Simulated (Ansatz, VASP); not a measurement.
# One calculation of B3MoP4, two programs

```xyz
8
Lattice="4.8316 0.0000 0.0000 0.0000 4.8316 0.0000 0.0000 0.0000 4.8316" Properties=species:S:1:pos:R:3 pbc="T T T"
B     2.4158    0.0000    0.0000
B     0.0000    2.4158    0.0000
B     0.0000    0.0000    2.4158
Mo    2.4158    2.4158    2.4158
P     1.1122    1.1122    1.1122
P     3.7194    3.7194    1.1122
P     3.7194    1.1122    3.7194
P     1.1122    3.7194    3.7194
```

Alike in both runs: task single point; functional PBE; k mesh 4 × 4 × 4; occupations gaussian, width 0.1 eV; collinear spin.

```csv
,VASP,Ansatz
version,VASP 6.6.1,Ansatz 0.2.0
potentials or method,"VASP PAW PBE potentials, release 64 (B, Mo_sv, P), cutoff 520 eV","scalar-relativistic, plane waves, PAW"
valence electrons in the cell,43,43
```

```tsv
	VASP	Ansatz	Ansatz less VASP
gap on the k mesh at the Fermi level (eV)	none	none	-
pressure (GPa)	-0.1	0.0	+0.12
rms of the force components (eV/Å)	0.006	0.004	-0.0021
net moment per atom (μB)	0.04	0.04	0.000
size of the moment on the site where the two differ most (μB)	0.22	0.15	-0.068
```

Site moments also hang on the region over which each program counts them. Atom by atom the forces differ by 0.002 eV/Å (rms over components). A gap of «none» marks a metal or a gap that the smearing closes.
